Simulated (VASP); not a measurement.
Write the native input for VASP 6.6.1 that does the following.

```
Task                   : single point
Functional             : LDA
Potentials or basis    : VASP PAW LDA potentials, release 64 (Al, O_h)
Cutoff                 : 1340 eV
k mesh                 : 12 × 12 × 4
Occupations            : gaussian, width 0.05 eV
Spin                   : no spin polarisation
Dipole correction      : no
Further INCAR settings : ALGO = Normal; EDIFF = 1e-06; NBANDS = 20
```

The structure of Al2O3 lies in POSCAR:

```
Al2O3
1.0
    3.1381818458      0.0000000000      0.0000000000
   -1.5690909229      2.7177452001      0.0000000000
    0.0000000000      0.0000000000      6.9686651220
Al O
2 3
Direct
    0.0000000000      0.0000000000      0.2779510000
    0.0000000000      0.0000000000      0.7220490000
    0.3333333333      0.6666666667      0.1994540000
    0.6666666667      0.3333333333      0.8005460000
    0.0000000000      0.0000000000      0.5000000000
```

This cell differs from its parent crystal: strain +0.040 along x and y, -0.080 along z.

The input as run:

INCAR

```
  ALGO = Normal
  EDIFF = 1E-6
  ENCUT = 1340
  GGA_COMPAT = F
  ISIF = 2
  ISMEAR = 0
  LASPH = T
  LCHARG = F
  LREAL = F
  LWAVE = F
  NBANDS = 20
  NELM = 120
  PREC = Accurate
  SIGMA = 0.05
```

KPOINTS

```
k-points
0
Gamma
  12 12 4
```

Potentials or basis: VASP PAW LDA potentials, release 64 (Al, O_h).

Command:

```console
$ cat potpaw_LDA.64/Al/POTCAR potpaw_LDA.64/O_h/POTCAR > POTCAR
$ mpirun -np 1 vasp_std > vasp.out
```

It gave:

* Pressure: 0.7 GPa
* Largest force: 5.721 eV/Å
* Band gap on the k mesh: 3.35 eV

Caveat: the cell differs from its parent crystal (strain +0.040 along x and y, -0.080 along z); the stress differs along the axes, from -21 to 45 GPa; forces of over 1 eV/Å act on the atoms, so gaps and moduli don't describe the material at rest.

It took 4.3 min on 1 thread of Intel(R) Xeon(R) Platinum 8375C CPU @ 2.90GHz (Ice Lake), with other jobs on the host, peak memory 0.45 GiB.
